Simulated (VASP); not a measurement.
Wanted: the native input for a VASP 6.6.1 run.

| Item | Value |
| --- | --- |
| Task | relaxation of cell and atoms |
| Functional | PBE |
| Potentials or basis | VASP PAW PBE potentials, release 64 (K_sv, Sc_sv, Si) |
| Cutoff | 600 eV |
| k mesh | 6 × 6 × 8 |
| Occupations | gaussian, width 0.1 eV |
| Spin | no spin polarisation |
| Dipole correction | no |
| Further INCAR settings | ALGO = Normal; EDIFF = 1e-06; IBRION = 2; EDIFFG = -0.01; NSW = 100; ISIF = 3 |

The structure of K3ScSi lies in POSCAR:

```
K3ScSi
1.0
    7.3144457876      0.0000000000      0.0000000000
   -3.6572228938      6.3344958666      0.0000000000
    0.0000000000      0.0000000000      5.1810679954
K Sc Si
3 1 1
Direct
    0.5000000000      0.0000000000      0.0000000000
    0.0000000000      0.5000000000      0.0000000000
    0.5000000000      0.5000000000      0.0000000000
    0.0000000000      0.0000000000      0.5000000000
    0.0000000000      0.0000000000      0.0000000000
```

The input as run:

INCAR

```
SYSTEM = K3ScSi
ALGO = Normal ; EDIFF = 1E-6
EDIFFG = -0.01 ; ENCUT = 600
GGA = PE ; IBRION = 2
ISIF = 3 ; ISMEAR = 0
LASPH = .True. ; LCHARG = .False.
LREAL = .False. ; LWAVE = .False.
NELM = 100 ; NSW = 100
PREC = Accurate ; SIGMA = 0.1
```

KPOINTS

```
k-points
0
Gamma
  6 6 8
  0 0 0
```

Potentials or basis: VASP PAW PBE potentials, release 64 (K_sv, Sc_sv, Si).

Launch:

```console
$ cat potpaw_PBE.64/K_sv/POTCAR potpaw_PBE.64/Sc_sv/POTCAR potpaw_PBE.64/Si/POTCAR > POTCAR
$ mpirun -np 1 vasp_std > vasp.out
```

Results of the run:

```
Relaxed volume                         : 48.76 Å³/atom
Relaxed cell                           : a = 7.370 Å, b = 7.370 Å, c = 5.183 Å, α = 90.00°, β = 90.00°, γ = 120.00°
Space group after relaxing (to 0.05 Å) : P6/mmm (No. 191)
Energy gained by relaxing              : 0.3 meV/atom
Ionic steps                            : 4
Pressure after relaxing                : 0.0 GPa
Band gap on the k mesh                 : zero (band 21 reaches 0.95 eV, above the bottom of band 22 at 0.81 eV)
```

It took 7.1 min on 1 thread of Intel(R) Xeon(R) 6975P-C (Granite Rapids), on a shared host, peak memory 0.6 GiB.
